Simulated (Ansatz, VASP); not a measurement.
## One calculation of Rb4As, two programs

Contents of INCAR:

```
SYSTEM = Rb4As
ALGO = Fast ; EDIFF = 1E-6
EDIFFG = -0.04 ; ENCUT = 600
GGA = PE ; IBRION = 2
ISIF = 3 ; ISMEAR = 0
LASPH = .TRUE. ; LCHARG = .FALSE.
LREAL = .FALSE. ; LWAVE = .FALSE.
NELM = 60 ; NSW = 90
PREC = Accurate ; SIGMA = 0.1
```

KPOINTS

```
k-points
0
G
  4 4 4
  0 0 0
```

File POSCAR:

```
Rb4As
1.0
    5.7576024300      0.0000000000      0.0000000000
    0.0000000000      5.7576024300      0.0000000000
    0.0000000000      0.0000000000      5.7576024300
Rb As
4 1
Direct
    0.5000000000      0.0000000000      0.0000000000
    0.0000000000      0.5000000000      0.0000000000
    0.0000000000      0.0000000000      0.5000000000
    0.5000000000      0.5000000000      0.5000000000
    0.0000000000      0.0000000000      0.0000000000
```

Input for Ansatz:

```yaml
crystal:
  lattice:
    - [5.75760243, 0.0, 0.0]
    - [0.0, 5.75760243, 0.0]
    - [0.0, 0.0, 5.75760243]
  atoms:
    - { symbol: Rb, position: [0.5, 0.0, 0.0] }
    - { symbol: Rb, position: [0.0, 0.5, 0.0] }
    - { symbol: Rb, position: [0.0, 0.0, 0.5] }
    - { symbol: Rb, position: [0.5, 0.5, 0.5] }
    - { symbol: As, position: [0.0, 0.0, 0.0] }
basis:
  ecutwfc: 420
kpoints:
  mp_grid: { grid: [4, 4, 4] }
hamiltonian:
  xc: pbe
scf:
  occupations: { method: gaussian, width: 0.1 }
  lower_state_search: "off"
output:
  forces: true
  stress: true
  eigenvalues: true
relax:
  adjacent_minimum: "off"
  f_tol: 0.04
  max_steps: 70
  cell: { stress_tol: 0.4 }
```

Change from the starting cell: species swapped into the Co4N type (Pm-3m, No. 221).

Alike in both runs: task relaxation of cell and atoms; functional PBE; k mesh 4 × 4 × 4; occupations gaussian, width 0.1 eV; no spin polarisation.

|  | VASP | Ansatz |
| --- | --- | --- |
| version | VASP 6.6.1 | Ansatz 0.2.0 |
| potentials or method | VASP PAW PBE potentials, release 64 (Rb_sv, As), cutoff 600 eV | scalar-relativistic, plane waves, PAW |
| valence electrons in the cell | 41 | 51 |

|  | VASP | Ansatz | Ansatz less VASP |
| --- | --- | --- | --- |
| gap on the k mesh at the Fermi level, each at its own relaxed structure (eV) | none | none | - |
| relaxed volume (Å³/atom) | 68.91 | 65.35 | -3.567 |
| relaxed cell length with the largest relative difference (Å) | 7.011 | 6.888 | -0.1231 |

A gap of «none» marks a metal or a gap that the smearing closes. One of these differences is far larger than is usual between the two programs; its cause wasn't traced. VASP's potentials hold 41 valence electrons a cell and Ansatz's 51, so a difference there can come from the potentials and not from the codes.

Noted on VASP's run: the volume moved by over 15 % at a fixed basis, so the end points are rough.
